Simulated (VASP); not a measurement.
# As (Fddd) in VASP: notebook

Runs on As. Level: PBE. Tasks: single point, relaxation of cell and atoms.

Program: VASP 6.6.1. These are calculated values, not measurements. Logs are shortened: lines on timing, memory, paths and dates and some standing lists are left out, and cuts for length are marked.

## 1. The cell of the first run

The structure is orthorhombic, space group Fddd (No. 70). Conventional cell: a = 4.811 Å, b = 5.366 Å, c = 6.852 Å, α = 90.00°, β = 90.00°, γ = 90.00°. As (site symmetry 222) has 4 As at 2.49 Å within 3.3 Å.

The cell was built from a structure type or drawn by symmetry, and may not be a known phase.

## 2. Single point, PBE

INCAR reads:

```
SYSTEM = As
PREC = Accurate ; ENCUT = 500
EDIFF = 1E-6 ; ISMEAR = 0
SIGMA = 0.1 ; LREAL = .False.
LASPH = .True. ; NELM = 120
ALGO = Normal ; ISIF = 2
LWAVE = .False. ; LCHARG = .False.
GGA = PE ; NBANDS = 12
GGA_COMPAT = .False.
```

KPOINTS reads:

```
regular mesh
0
Gamma
  6 6 6
  0 0 0
```

POSCAR reads:

```
As
1.0
    0.0000000000      2.6829602200      3.4261282000
    2.4054316100      0.0000000000      3.4261282000
    2.4054316100      2.6829602200      0.0000000000
As
2
Direct
    0.0000000000      0.0000000000      0.0000000000
    0.2500000000      0.2500000000      0.2500000000
```

Potentials or basis: VASP PAW PBE potentials, release 64 (As).

The run is started by

```sh
$ cat potpaw_PBE.64/As/POTCAR > POTCAR
$ mpirun -np 1 vasp_std > vasp.out
```

OUTCAR:

```text
SYSTEM = As
   PREC = Accurate
   ENCUT = 500
   EDIFF = 1E-6
   ISMEAR = 0
   LREAL = .False.
   LASPH = .True.
   NELM = 120
   ISIF = 2
   GGA = PE

 ion  position               nearest neighbor table
   1  0.000  0.000  0.000-   2 2.49   2 2.49   2 2.49   2 2.49
   2  0.250  0.250  0.250-   1 2.49   1 2.49   1 2.49   1 2.49

  LATTYP: Found a face centered orthorhombic cell.
 ALAT       =     4.8108632200
 B/A-ratio  =     1.1153758057
 C/A-ratio  =     1.4243299147

  Lattice vectors:

 A1 = (   0.0000000000,   2.6829602200,   3.4261282000)
 A2 = (   2.4054316100,   0.0000000000,   3.4261282000)
 A3 = (   2.4054316100,   2.6829602200,   0.0000000000)

Analysis of symmetry for initial positions (statically):
=====================================================================
 Subroutine PRICEL returns:
 Original cell was already a primitive cell.

 Routine SETGRP: Setting up the symmetry group for a
 face centered orthorhombic supercell.

 Subroutine GETGRP returns: Found  8 space group operations
 (whereof  4 operations were pure point group operations)
 out of a pool of  8 trial point group operations.

The static configuration has the point symmetry D_2 .
 The point group associated with its full space group is D_2h.

Analysis of symmetry for dynamics (positions and initial velocities):
=====================================================================
 Subroutine PRICEL returns:
 Original cell was already a primitive cell.

 Routine SETGRP: Setting up the symmetry group for a
 face centered orthorhombic supercell.

 Subroutine GETGRP returns: Found  8 space group operations
 (whereof  4 operations were pure point group operations)
 out of a pool of  8 trial point group operations.

The dynamic configuration has the point symmetry D_2 .
 The point group associated with its full space group is D_2h.

 Subroutine INISYM returns: Found  8 space group operations
 (whereof  4 operations are pure point group operations),
 and found     1 'primitive' translations

----------------------------------------------------------------------------------------

                                     Primitive cell

  volume of cell :      44.2223

  direct lattice vectors                    reciprocal lattice vectors
     0.000000000  2.682960220  3.426128200    -0.207862904  0.186361317  0.145937329
     2.405431610  0.000000000  3.426128200     0.207862904 -0.186361317  0.145937329
     2.405431610  2.682960220  0.000000000     0.207862904  0.186361317 -0.145937329

  length of vectors
     4.351623833  4.186222124  3.603384072     0.315016240  0.315016240  0.315016240

  position of ions in fractional coordinates (direct lattice)
     0.000000000  0.000000000  0.000000000
     0.250000000  0.250000000  0.250000000

  ion indices of the primitive-cell ions
   primitive index   ion index
                 1           1
                 2           2

----------------------------------------------------------------------------------------

 KPOINTS: regular mesh

Automatic generation of k-mesh.
 Grid dimensions read from file:
 generate k-points for:    6    6    6

 Generating k-lattice:

  Cartesian coordinates                     Fractional coordinates (reciprocal lattice)
    -0.034643817  0.031060219  0.024322888     0.166666667  0.000000000  0.000000000
     0.034643817 -0.031060219  0.024322888    -0.000000000  0.166666667 -0.000000000
     0.034643817  0.031060219 -0.024322888     0.000000000  0.000000000  0.166666667

  Length of vectors
     0.052502707  0.052502707  0.052502707

  Shift w.r.t. Gamma in fractional coordinates (k-lattice)
     0.000000000  0.000000000  0.000000000

 Subroutine IBZKPT returns following result:
 ===========================================

 Found     46 irreducible k-points:

 Following reciprocal coordinates:
            Coordinates               Weight
  0.000000  0.000000  0.000000      1.000000
  0.166667  0.000000  0.000000      8.000000
  0.333333 -0.000000  0.000000      8.000000
  0.500000  0.000000  0.000000      4.000000
  0.166667  0.166667  0.000000      2.000000
  0.333333  0.166667  0.000000      8.000000
[... 16 lines left out ...]
 -0.166667  0.166667  0.166667      8.000000
  0.500000  0.333333  0.166667      4.000000
 [... further k-points ...]
   k-points           NKPTS =     46   k-points in BZ     NKDIM =     46   number of bands    NBANDS=     12
   number of dos      NEDOS =    301   number of ions     NIONS =      2
   total plane-waves  NPLWV =  28672
   dimension x,y,z NGX =    32 NGY =   32 NGZ =   28
   dimension x,y,z NGXF=    64 NGYF=   64 NGZF=   56
   ions per type =               2
   NGX,Y,Z   is equivalent  to a cutoff of  12.23, 12.71, 12.92 a.u.
   NGXF,Y,Z  is equivalent  to a cutoff of  24.45, 25.42, 25.84 a.u.
 SYSTEM =  As
   PREC   = accura    normal or accurate (medium, high low for compatibility)
   ISTART =      0    job   : 0-new  1-cont  2-samecut
   ICHARG =      2    charge: 1-file 2-atom 10-const
   ISPIN  =      1    spin polarized calculation?
   LNONCOLLINEAR =      F non collinear calculations
   LSORBIT =      F    spin-orbit coupling
   LASPH  =      T    aspherical Exc in radial PAW
   ENCUT  =  500.0 eV  36.75 Ry    6.06 a.u.   7.93  7.63  6.57*2*pi/ulx,y,z
   NELM   =    120;   NELMIN=  2; NELMDL= -5     # of ELM steps
   EDIFF  = 0.1E-05   stopping-criterion for ELM
   LREAL  =      F    real-space projection
   EDIFFG = 0.1E-04   stopping-criterion for IOM
   NSW    =      0    number of steps for IOM
   IBRION =     -1    ionic relax: 0-MD 1-quasi-New 2-CG
   NFREE  =      0    steps in history (QN), initial steepest desc. (CG)
   ISIF   =      2    stress and relaxation
   ISYM   =      2    0-nonsym 1-usesym 2-fastsym
   POTIM  = 0.5000    time-step for ionic-motion
   TEBEG  =    0.0;   TEEND  =   0.0 temperature during run
   PSTRESS=    0.0 pullay stress
   NELECT =      10.0000    total number of electrons
   NUPDOWN=      -1.0000    fix difference up-down
   EMIN   =  10.00;   EMAX   =-10.00  energy-range for DOS
   EFERMI =   0.00;   METHOD = LEGACY
   ISMEAR =     0;   SIGMA  =   0.10  broadening in eV -4-tet -1-fermi 0-gaus
   EFERMI_NEDOS =   21; number of points for ismear=-14 and -15
   IALGO  =     38    algorithm
   IMIX   =      4    mixing-type and parameters
     AMIX     =   0.40;   BMIX     =  1.00
     AMIX_MAG =   1.60;   BMIX_MAG =  1.00
  volume/ion in A,a.u.               =      22.11       149.21
  Fermi-wavevector in a.u.,A,eV,Ry     =   0.997381  1.884777 13.534660  0.994769
  Thomas-Fermi vector in A             =   2.129534
   LORBIT       =      0    0 simple, 1 ext, 2 COOP (PROOUT), +10 PAW based schemes
   GGA     = PE    functional components
   LHFCALC =     F    Hartree Fock is set to
   AEXX    =    0.0000 exact exchange contribution
   IVDW    =     0    specifies the selected vdW correction
   LEPSILON=     F    determine dielectric tensor
   LRPA    =     F    only Hartree local field effects (RPA)
 non-spin polarized calculation
 Gauss-broadening in eV      SIGMA  =   0.10
  energy-cutoff  :      500.00
  volume of cell :       44.22
 maximum number of plane-waves:      1138
   NGX = 15   NGY = 15   NGZ = 13

 number of electron      10.0000001 magnetization

 Free energy of the ion-electron system (eV)
  ---------------------------------------------------
  ext. energy  EPLUGINS =         0.00000000
  ---------------------------------------------------
  free energy    TOTEN  =        -8.58782616 eV

  energy without entropy =       -8.58364780  energy(sigma->0) =       -8.58573698

 E-fermi :   5.2693     XC(G=0):  -9.7479

 val. band max:        5.2540911074   @ k =   0.5000   0.1667   0.3333
 cond. band min:       5.3533585051   @ k =   0.3333  -0.1667   0.1667
 fundamental gap:      0.0992673977
 Fermi energy:         5.2692832806

 k-point     1 :       0.0000    0.0000    0.0000
  band No.  band energies     occupation
      1     -10.0933      2.00000
      2      -0.0201      2.00000
      3       0.9184      2.00000
      4       3.6429      2.00000
      5       4.0932      2.00000
      6       5.4887      0.00192
      7       6.0532      0.00000
      8       7.2550      0.00000
      9      10.7939      0.00000
     10      10.7966      0.00000
     11      12.4705      0.00000
     12      15.9093      0.00000

 k-point     2 :       0.1667    0.0000    0.0000
  band No.  band energies     occupation
      1      -9.7700      2.00000
      2      -1.5988      2.00000
      3       1.3598      2.00000
      4       3.0294      2.00000
      5       3.6505      2.00000
      6       5.5411      0.00012
      7       6.5101      0.00000
      8       8.1687      0.00000
      9      11.2509      0.00000
     10      12.0829      0.00000
     11      14.0568      0.00000
     12      14.5157      0.00000

 k-point     3 :       0.3333   -0.0000    0.0000
  band No.  band energies     occupation
      1      -8.8965      2.00000
      2      -3.7338      2.00000
      3       0.7040      2.00000
      4       2.1609      2.00000
      5       3.2710      2.00000
      6       6.9146      0.00000
      7       7.3099      0.00000
      8       9.2163      0.00000
      9      12.2962      0.00000
     10      13.7932      0.00000
     11      14.7554      0.00000
     12      15.5366      0.00000
[... 286 lines left out ...]
 k-point    23 :      -0.1667    0.1667    0.1667
  band No.  band energies     occupation
      1      -8.7769      2.00000
      2      -3.1936      2.00000
      3       0.1686      2.00000
      4       1.2683      2.00000
      5       3.8894      2.00000
      6       4.9125      2.00000
      7       7.2847      0.00000
      8      10.1962      0.00000
      9      11.9938      0.00000
     10      14.5333      0.00000
     11      15.3527      0.00000
     12      16.8853      0.00000

 k-point    24 :       0.5000    0.3333    0.1667
  band No.  band energies     occupation
      1      -8.4403      2.00000
      2      -5.0906      2.00000
      3       0.9275      2.00000
      4       1.0395      2.00000
      5       5.4573      0.00785
      6       8.2738      0.00000
      7       8.6757      0.00000
      8       8.9218      0.00000
      9      11.4360      0.00000
     10      11.6674      0.00000
     11      14.4376      0.00000
     12      17.3892      0.00000

 [... further k-points ...]

------------------------ aborting loop because EDIFF is reached ----------------------------------------

  FORCE on cell =-STRESS in cart. coord.  units (eV):
  Direction    XX          YY          ZZ          XY          YZ          ZX
  --------------------------------------------------------------------------------------
  -------------------------------------------------------------------------------------
  Total        1.5735448      2.8812296      4.2535160      0.0000000      0.0000000      0.0000000
  in kB       57.0097098    104.3872826    154.1053815      0.0000000      0.0000000      0.0000000
  external PRESSURE =     105.1674580 kB  Pullay stress =       0.0000000 kB

 VOLUME and BASIS-vectors are now :
 -----------------------------------------------------------------------------
  energy-cutoff  :      500.00
  volume of cell :       44.22
      direct lattice vectors                 reciprocal lattice vectors
     0.000000000  2.682960220  3.426128200    -0.207862904  0.186361317  0.145937329
     2.405431610  0.000000000  3.426128200     0.207862904 -0.186361317  0.145937329
     2.405431610  2.682960220  0.000000000     0.207862904  0.186361317 -0.145937329

 POSITION                                       TOTAL-FORCE (eV/Angst)
 -----------------------------------------------------------------------------------
      0.00000      0.00000      0.00000        -0.000000     -0.000000     -0.000000
      1.20272      1.34148      1.71306         0.000000      0.000000      0.000000
 -----------------------------------------------------------------------------------
    total drift:                               -0.000000      0.000000      0.000000

  FREE ENERGIE OF THE ION-ELECTRON SYSTEM (eV)
  ---------------------------------------------------
  free  energy   TOTEN  =        -8.5878261632 eV

  energy  without entropy=       -8.5836478030  energy(sigma->0) =       -8.58573698
```

Wall time 42 s (1 thread of Intel Xeon 8259CL, shared host); peak memory 0.14 GiB.

Results:

| Item | Value |
| --- | --- |
| Free energy | -8.5878 eV |
| Pressure | 10.5 GPa |
| Band gap on the k mesh | zero (bands 5 and 6 overlap by 4.57 eV) |

Stress tensor (GPa, compression positive):
```
 5.70  0.00  0.00
 0.00 10.44  0.00
 0.00  0.00 15.41
```

Levels at points of the mesh, in eV from the Fermi level:
```csv
k point,band 3,band 4,band 5,band 6,band 7,band 8
"(0.00, 0.00, 0.00)",-4.35,-1.63,-1.18,0.22,0.78,1.99
"(0.50, 0.00, 0.00)",-4.89,-3.50,-2.11,2.12,2.70,5.12
"(0.50, 0.50, 0.00)",-3.47,-3.47,0.71,0.71,5.59,5.59
"(0.50, 0.00, 0.50)",-5.06,-5.06,-1.38,-1.38,4.06,4.06
"(0.00, 0.50, 0.50)",-5.82,-5.82,-1.85,-1.85,5.11,5.11
```

Caveat: the cell stands under pressure.

[end of part 1 of 2]
